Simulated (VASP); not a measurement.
Set up this calculation in VASP 6.6.1, as the native input.

```yaml
Task: single point
Functional: PBEsol
Potentials_or_basis: VASP PAW PBE potentials, release 64 (Al, Cu)
Cutoff: 520 eV
k_mesh: 14 × 14 × 14
Occupations: gaussian, width 0.15 eV
Spin: no spin polarisation
Dipole_correction: no
Further_INCAR_settings: ALGO = Fast; EDIFF = 1e-06; NBANDS = 26
```

The structure of AlCu3 lies in POSCAR:

```
AlCu3
1.0
    0.0000000000      2.8834704780      2.8834704780
    2.8834704780      0.0000000000      2.8834704780
    2.8834704780      2.8834704780      0.0000000000
Al Cu
1 3
Direct
    0.0346804314     -0.0346804314     -0.0346804314
    0.5021787612      0.4978212388      0.4978212388
    0.2415479893      0.2584520107      0.2584520107
    0.7415479893      0.7584520107      0.7584520107
```

This cell differs from its parent crystal: atoms displaced along a vibrational mode.

The input as run:

INCAR

```
SYSTEM = AlCu3
ALGO = Fast ; EDIFF = 1E-6
ENCUT = 520 ; GGA = PS
ISIF = 2 ; ISMEAR = 0
LASPH = .TRUE. ; LCHARG = .FALSE.
LREAL = .FALSE. ; LWAVE = .FALSE.
NBANDS = 26 ; NELM = 100
PREC = Accurate ; SIGMA = 0.15
```

KPOINTS

```
k-points
0
G
  14 14 14
  0 0 0
```

Potentials or basis: VASP PAW PBE potentials, release 64 (Al, Cu).

The run is started by

```bash
$ cat potpaw_PBE.64/Al/POTCAR potpaw_PBE.64/Cu/POTCAR > POTCAR
$ mpirun -np 1 vasp_std > vasp.out
```

Results of the run:

```yaml
Pressure: 3.0 GPa
Largest_force: 1.768 eV/Å
Band_gap_on_the_k_mesh: zero (bands 18 and 19 overlap by 5.46 eV)
```

Caveat: the cell differs from its parent crystal (atoms displaced along a vibrational mode); the cell stands under pressure; the PAW data sets were made with another functional, which shifts forces and pressure a little.

Wall time 2.8 min on 1 thread of Intel(R) Xeon(R) 6975P-C (Granite Rapids), with other jobs on the host, peak memory 0.34 GiB.
